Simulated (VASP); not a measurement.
Pt: single point with PBEsol

Crystal: Pt.

```
Pt
1.0
     2.74395    0.00000    0.00000
    -0.91465    2.58702    0.00000
    -0.91465   -1.29351    2.24043
Pt
1
Direct
  0.00000 0.00000 0.00000
```

```
Program             : VASP 6.6.1
Task                : single point
Functional          : PBEsol
Potentials or basis : VASP PAW PBE potentials, release 64 (Pt)
Cutoff              : 520 eV
k mesh              : 13 × 13 × 13
Occupations         : fermi-dirac, width 0.1 eV
Spin                : no spin polarisation
```

```yaml
Pressure: -11.1 GPa
Band_gap_on_the_k_mesh: zero (band 5 reaches 10.81 eV, above the bottom of band 6 at 8.78 eV)
```

Levels at points of the mesh, in eV from the Fermi level:
```csv
k point,band 3,band 4,band 5,band 6,band 7,band 8
"(0.00, 0.00, 0.00)",-3.50,-3.50,-1.01,-1.01,17.04,17.04
```

Wall time 19 s on 1 thread of Intel Xeon 6975P-C (shared host), peak memory 0.1 GiB.

Caveat: the PAW data sets were made with another functional, which shifts forces and pressure a little; spin-orbit coupling is left out, which moves the levels of the heavy elements.
